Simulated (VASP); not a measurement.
# NiO2 (P-3m1) in VASP: notebook, part 2 of 2

VASP 6.6.1. The steps go on from the part before.

### 4 Single point, LDA (c/a of the conventional cell at fixed volume 1.3245)

File INCAR:

```
PREC     = Accurate       # precision mode
ENCUT    = 520            # plane-wave cutoff, eV
EDIFF    = 1E-7           # SCF threshold, eV
ISMEAR   = 0              # smearing method
SIGMA    = 0.05           # smearing width, eV
LREAL    = F              # projectors in reciprocal space
LASPH    = T              # aspherical terms in the spheres
NELM     = 100            # most SCF steps
ALGO     = Normal         # electronic algorithm
ISIF     = 2              # what is computed and relaxed
LWAVE    = F              # write WAVECAR
LCHARG   = F              # write CHGCAR
GGA      = CA             # functional
NBANDS   = 18             # bands
```

File KPOINTS:

```
regular mesh
0
Gamma
  12 12 6
```

File POSCAR:

```
NiO2
1.0
    2.8940625823      0.0000000000      0.0000000000
   -1.4470312911      2.5063317164      0.0000000000
    0.0000000000      0.0000000000      3.8331858902
Ni O
1 2
Direct
    0.0000000000      0.0000000000      0.5000000000
    0.6666666667      0.3333333333      0.7542852723
    0.3333333333      0.6666666667      0.2457147277
```

Potentials or basis: VASP PAW LDA potentials, release 64 (Ni, O).

The run is started by

```console
$ cat potpaw_LDA.64/Ni/POTCAR potpaw_LDA.64/O/POTCAR > POTCAR
$ mpirun -np 1 vasp_std > vasp.out
```

OUTCAR:

```text
PREC = Accurate
   ENCUT = 520
   EDIFF = 1E-7
   ISMEAR = 0
   LREAL = F
   LASPH = T
   NELM = 100
   ISIF = 2
   GGA = CA

 ion  position               nearest neighbor table
   1  0.000  0.000  0.500-   2 1.93   3 1.93   3 1.93   2 1.93   2 1.93   3 1.93
   2  0.667  0.333  0.754-   1 1.93   1 1.93   1 1.93
   3  0.333  0.667  0.246-   1 1.93   1 1.93   1 1.93

  LATTYP: Found a hexagonal cell.
 ALAT       =     2.8940625823
 C/A-ratio  =     1.3245000000

  Lattice vectors:

 A1 = (   2.8940625823,   0.0000000000,   0.0000000000)
 A2 = (  -1.4470312911,   2.5063317164,   0.0000000000)
 A3 = (   0.0000000000,   0.0000000000,   3.8331858902)

Analysis of symmetry for initial positions (statically):
=====================================================================
 Subroutine PRICEL returns:
 Original cell was already a primitive cell.

 Routine SETGRP: Setting up the symmetry group for a
 hexagonal supercell.

 Subroutine GETGRP returns: Found 12 space group operations
 (whereof 12 operations were pure point group operations)
 out of a pool of 24 trial point group operations.

The static configuration has the point symmetry D_3d.

Analysis of symmetry for dynamics (positions and initial velocities):
=====================================================================
 Subroutine PRICEL returns:
 Original cell was already a primitive cell.

 Routine SETGRP: Setting up the symmetry group for a
 hexagonal supercell.

 Subroutine GETGRP returns: Found 12 space group operations
 (whereof 12 operations were pure point group operations)
 out of a pool of 24 trial point group operations.

The dynamic configuration has the point symmetry D_3d.

 Subroutine INISYM returns: Found 12 space group operations
 (whereof 12 operations are pure point group operations),
 and found     1 'primitive' translations

[... 116 lines left out ...]
     AMIX_MAG =   1.60;   BMIX_MAG =  1.00
  volume/ion in A,a.u.               =       9.27        62.54
  Fermi-wavevector in a.u.,A,eV,Ry     =   1.514190  2.861404 31.195034  2.292770
  Thomas-Fermi vector in A             =   2.623880
   LORBIT       =      0    0 simple, 1 ext, 2 COOP (PROOUT), +10 PAW based schemes
   GGA     = CA    functional components
   LHFCALC =     F    Hartree Fock is set to
   AEXX    =    0.0000 exact exchange contribution
   IVDW    =     0    specifies the selected vdW correction
   LEPSILON=     F    determine dielectric tensor
   LRPA    =     F    only Hartree local field effects (RPA)
 non-spin polarized calculation
 Gauss-broadening in eV      SIGMA  =   0.05
  energy-cutoff  :      520.00
  volume of cell :       27.80
 maximum number of plane-waves:       782
 NGX is ok and might be reduce to    24
   NGX = 11   NGY = 11   NGZ = 15

 number of electron      21.9999997 magnetization

 Free energy of the ion-electron system (eV)
  ---------------------------------------------------
  ext. energy  EPLUGINS =         0.00000000
  ---------------------------------------------------
  free energy    TOTEN  =       -19.79223410 eV

  energy without entropy =      -19.79223131  energy(sigma->0) =      -19.79223270

 E-fermi :   4.2700     XC(G=0): -12.4501

 val. band max:        4.1796213650   @ k =   0.0000   0.0000   0.0000
 cond. band min:       4.3804055280   @ k =   0.3333  -0.0000   0.3333
 fundamental gap:      0.2007841630
 Fermi energy:         4.2699818804

 k-point     1 :       0.0000    0.0000    0.0000
  band No.  band energies     occupation
      1     -15.2496      2.00000
      2     -12.2971      2.00000
      3      -2.0631      2.00000
      4      -1.1777      2.00000
      5      -1.1777      2.00000
      6       2.0160      2.00000
[... 481 lines left out ...]
      5      -0.8366      2.00000
      6       1.0402      2.00000
[... 10 lines left out ...]
     17      21.2032      0.00000
     18      22.6182      0.00000

 [... further k-points ...]

------------------------ aborting loop because EDIFF is reached ----------------------------------------

  FORCE on cell =-STRESS in cart. coord.  units (eV):
  Direction    XX          YY          ZZ          XY          YZ          ZX
  --------------------------------------------------------------------------------------
  -------------------------------------------------------------------------------------
  Total       -4.8988056     -4.8988056     -2.8465177     -0.0000000      0.0000000      0.0000000
  in kB     -282.2893172   -282.2893172   -164.0280524     -0.0000000      0.0000000      0.0000000
  external PRESSURE =    -242.8688956 kB  Pullay stress =       0.0000000 kB

 VOLUME and BASIS-vectors are now :
 -----------------------------------------------------------------------------
  energy-cutoff  :      520.00
  volume of cell :       27.80
      direct lattice vectors                 reciprocal lattice vectors
     2.894062582  0.000000000  0.000000000     0.345535030  0.199494742  0.000000000
    -1.447031291  2.506331716  0.000000000     0.000000000  0.398989485  0.000000000
     0.000000000  0.000000000  3.833185890     0.000000000  0.000000000  0.260879600

 POSITION                                       TOTAL-FORCE (eV/Angst)
 -----------------------------------------------------------------------------------
      0.00000      0.00000      1.91659        -0.000000      0.000000      0.000000
      1.44703      0.83544      2.89132        -0.000000      0.000000     -1.863438
     -0.00000      1.67089      0.94187         0.000000      0.000000      1.863438
 -----------------------------------------------------------------------------------
    total drift:                                0.000000      0.000000      0.000000

  FREE ENERGIE OF THE ION-ELECTRON SYSTEM (eV)
  ---------------------------------------------------
  free  energy   TOTEN  =       -19.7922340951 eV

  energy  without entropy=      -19.7922313124  energy(sigma->0) =      -19.79223270
```

OSZICAR:

```text
N       E                     dE             d eps       ncg     rms          rms(c)
DAV:   1     0.148755909052E+03    0.14876E+03   -0.11788E+04  3664   0.153E+03
DAV:   2    -0.150609606106E+02   -0.16382E+03   -0.15278E+03  3766   0.320E+02
DAV:   3    -0.275784385137E+02   -0.12517E+02   -0.12305E+02  4076   0.992E+01
DAV:   4    -0.277360268447E+02   -0.15759E+00   -0.15745E+00  4338   0.111E+01
DAV:   5    -0.277381285648E+02   -0.21017E-02   -0.21014E-02  4186   0.131E+00    0.258E+01
DAV:   6    -0.384672244625E+02   -0.10729E+02   -0.56749E+01  4488   0.178E+02    0.514E+01
DAV:   7    -0.201617318251E+02    0.18305E+02   -0.20832E+01  4106   0.112E+02    0.678E+00
DAV:   8    -0.198846439719E+02    0.27709E+00   -0.36785E+00  5240   0.390E+01    0.368E+00
DAV:   9    -0.200522819336E+02   -0.16764E+00   -0.12186E+00  4540   0.314E+01    0.506E+00
DAV:  10    -0.198063326038E+02    0.24595E+00   -0.41113E-01  3928   0.166E+01    0.803E-01
DAV:  11    -0.197976437379E+02    0.86889E-02   -0.32479E-02  4438   0.196E+00    0.721E-01
DAV:  12    -0.197925675417E+02    0.50762E-02   -0.62363E-03  4362   0.222E+00    0.173E-01
DAV:  13    -0.197923361907E+02    0.23135E-03   -0.11261E-03  5130   0.338E-01    0.102E-01
DAV:  14    -0.197922843441E+02    0.51847E-04   -0.56809E-05  4994   0.130E-01    0.683E-02
DAV:  15    -0.197922379133E+02    0.46431E-04   -0.51346E-05  4120   0.200E-01    0.212E-02
DAV:  16    -0.197922339734E+02    0.39398E-05   -0.14315E-05  5328   0.829E-02    0.586E-03
DAV:  17    -0.197922341515E+02   -0.17808E-06   -0.23213E-06  3810   0.129E-02    0.372E-03
DAV:  18    -0.197922340951E+02    0.56348E-07   -0.59087E-08  2066   0.325E-03
   1 F= -.19792234E+02 E0= -.19792233E+02  d E =-.278278E-05
```

stdout:

```text
POSCAR found type information on POSCAR NiO
 POSCAR found :  2 types and       3 ions
 scaLAPACK will be used
 LDA part: xc-table for (Slater(with rela. corr.)+CA(PZ))
 , standard interpolation
 POSCAR, INCAR and KPOINTS ok, starting setup
 FFT: planning ... GRIDC
 FFT: planning ... GRID_SOFT
 FFT: planning ... GRID
 WAVECAR not read
 entering main loop
```

It took 42 s on 1 thread of Intel Xeon Platinum 8375C at 2.90GHz (Ice Lake), shared host; peak memory 0.16 GiB.

What came out:

```
Free energy            : -19.7922 eV
Pressure               : -24.3 GPa
Largest force          : 1.863 eV/Å
Band gap on the k mesh : 0.20 eV, indirect (least direct gap 0.56 eV)
```

Forces on the atoms (eV/Å):
```
Ni   0.000  0.000  0.000
O    0.000  0.000 -1.863
O    0.000  0.000  1.863
```

Caveat: forces of over 1 eV/Å act on the atoms, so gaps and moduli don't describe the material at rest. Spin polarisation is off, so any magnetic state and its effect on volume and gap are missing.

### 5 Summary

| cell | gap on the mesh (eV) | pressure (GPa) | largest force (eV/Å) |
| --- | --- | --- | --- |
| a = 2.653, b = 2.653, c = 4.563 Å, angles 90.0, 90.0, 120.0°, 3 atoms | 0.55 | -15.2 | 3.06 |
| a = 2.804, b = 2.804, c = 4.084 Å, angles 90.0, 90.0, 120.0°, 3 atoms | 0.38 | -21.0 | 2.27 |
| a = 2.894, b = 2.894, c = 3.833 Å, angles 90.0, 90.0, 120.0°, 3 atoms | 0.20 | -24.3 | 1.86 |

Alike in all rows: task single point; level LDA; potentials or basis VASP PAW LDA potentials, release 64 (Ni, O); no spin polarisation; k mesh 12 × 12 × 6; cutoff (eV) 520; smearing gaussian 0.05 eV.

Caveats: forces of over 1 eV/Å act on the atoms, so gaps and moduli don't describe the material at rest.

Total energies depend on the potentials used, so only differences within one code and one set of settings carry meaning.
